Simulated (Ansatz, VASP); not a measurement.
**Two plane-wave programs on SnO2**

```
Sn O
1.0
     4.47423    0.00000    0.00000
     0.00000    5.04566    0.00000
     0.00000    0.00000    3.20071
Sn O
2 4
Direct
  0.50000 0.50000 0.50000
  0.00000 0.00000 0.00000
  0.30586 0.30596 0.00000
  0.80586 0.19404 0.50000
  0.19414 0.80596 0.50000
  0.69414 0.69404 0.00000
```

Change from the starting cell: strain -0.0600 x Voigt [1, -1, 0, 0, 0, 0], atoms carried along.

Alike in both runs: task single point; functional r2SCAN; k mesh 6 × 6 × 8; occupations gaussian, width 0.05 eV; no spin polarisation.

|  | VASP | Ansatz |
| --- | --- | --- |
| version | VASP 6.6.1 | Ansatz 0.2.0 |
| potentials or method | VASP PAW PBE potentials, release 64 (Sn_d, O), cutoff 520 eV | scalar-relativistic, plane waves, PAW |
| valence electrons in the cell | 52 | 52 |

|  | VASP | Ansatz | Ansatz less VASP |
| --- | --- | --- | --- |
| gap on the k mesh at the Fermi level (eV) | 1.71 | 1.69 | -0.025 |
| least direct gap on the mesh (eV) | 1.71 | 1.69 | -0.025 |
| pressure (GPa) | 1.1 | 0.0 | -1.10 |
| traceless stress, the component that is largest in VASP (GPa) | -6.00 | -5.90 | +0.097 |
| rms of the force components (eV/Å) | 0.051 | 0.057 | +0.0063 |

VASP's potentials were made for PBE, not for r2SCAN. Atom by atom the forces differ by 0.014 eV/Å (rms over components). With one functional, cell and mesh, what is left measures potentials, basis and numerics.
